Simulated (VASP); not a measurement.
Input of a VASP 6.6.1 run:

File INCAR:

```
ALGO     = Normal         # electronic algorithm
EDIFF    = 1E-6           # SCF threshold, eV
ENCUT    = 520            # plane-wave cutoff, eV
GGA      = PE             # functional
ISIF     = 2              # what is computed and relaxed
ISMEAR   = -1             # smearing method
LASPH    = T              # aspherical terms in the spheres
LCHARG   = F              # write CHGCAR
LREAL    = F              # projectors in reciprocal space
LWAVE    = F              # write WAVECAR
NBANDS   = 26             # bands
NELM     = 80             # most SCF steps
PREC     = Accurate       # precision mode
SIGMA    = 0.1            # smearing width, eV
```

Contents of KPOINTS:

```
k-points
0
Gamma
  12 12 7
```

POSCAR

```
ZnSe
1.0
    3.1855228910      0.0000000000      0.0000000000
   -1.5927614455      2.7587437479      0.0000000000
    0.0000000000      0.0000000000      5.4982383508
Zn Se
2 2
Direct
    0.0000000000      0.0000000000      0.0000000000
    0.0000000000      0.0000000000      0.5000000000
    0.3333333333      0.6666666667      0.2500000000
    0.6666666667      0.3333333333      0.7500000000
```

Potentials or basis: VASP PAW PBE potentials, release 64 (Zn, Se).

Command:

```console
$ cat potpaw_PBE.64/Zn/POTCAR potpaw_PBE.64/Se/POTCAR > POTCAR
$ mpirun -np 1 vasp_std > vasp.out
```

Predict the pressure.

101.8 GPa.

Estimate the band gap on the k mesh.

zero (bands 18 and 19 overlap by 1.66 eV).

Stress tensor (GPa, compression positive):
```
101.80   0.00   0.00
  0.00 101.80   0.00
  0.00   0.00 101.92
```

Caveat: the cell stands under pressure.
